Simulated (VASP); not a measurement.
A run of VASP 6.6.1 is set up as follows.

Contents of POSCAR:

```
CdS
1.0
    0.0000000000      2.9392148420      2.9392148420
    2.9392148420      0.0000000000      2.9392148420
    2.9392148420      2.9392148420      0.0000000000
Cd S
1 1
Direct
    0.0000000000      0.0000000000      0.0000000000
    0.2500000000      0.2500000000      0.2500000000
```

The input INCAR.step1:

```
ALGO = Normal
EDIFF = 1E-8
ENCUT = 500
ISMEAR = 0
LASPH = T
LCHARG = F
LMIXTAU = T
LREAL = F
LWAVE = T
METAGGA = R2SCAN
NELM = 100
PREC = Accurate
SIGMA = 0.01
```

Contents of INCAR.step2:

```
ALGO = Exact
EDIFF = 1E-8
ENCUT = 500
ISMEAR = 0
ISTART = 1
LASPH = T
LCHARG = F
LMIXTAU = T
LOPTICS = T
LREAL = F
LWAVE = T
METAGGA = R2SCAN
NBANDS = 200
NELM = 1
PREC = Accurate
SIGMA = 0.01
```

The input INCAR.step3:

```
ALGO = EVGW0
EDIFF = 1E-8
ENCUT = 500
ENCUTGW = 140.0
ISMEAR = 0
ISTART = 1
LASPH = T
LCHARG = F
LMIXTAU = T
LREAL = F
LWAVE = F
METAGGA = R2SCAN
NBANDS = 200
NBANDSGW = 17
NELMGW = 1
NOMEGA = 96
OMEGAMAX = 20
PREC = Accurate
PRECFOCK = Fast
SIGMA = 0.01
```

The input KPOINTS:

```
k-points
0
Gamma
  4 4 4
```

Potentials or basis: VASP PAW PBE potentials, release 64 (Cd_GW, S_GW).

Launch:

```console
$ cat potpaw_PBE.64/Cd_GW/POTCAR potpaw_PBE.64/S_GW/POTCAR > POTCAR
$ cp INCAR.step1 INCAR
$ mpirun -np 1 vasp_std > vasp.out
$ cp INCAR.step2 INCAR
$ mpirun -np 1 vasp_std > vasp.out
$ cp INCAR.step3 INCAR
$ mpirun -np 1 vasp_std > vasp.out
```

Predict the quasiparticle gap.

2.14 eV.

Estimate the least direct quasiparticle gap.

2.14 eV.

Estimate the least direct gap of the starting levels on the mesh.

1.53 eV.

What does it give for the band gap of the starting levels on the mesh?

1.53 eV.

Caveat: the k points lie up to 0.46 Å⁻¹ apart; bands, screening cutoff and mesh are small and nothing is extrapolated, so the quasiparticle values aren't converged; the structure was generated, so it needn't be the stable form of CdS.
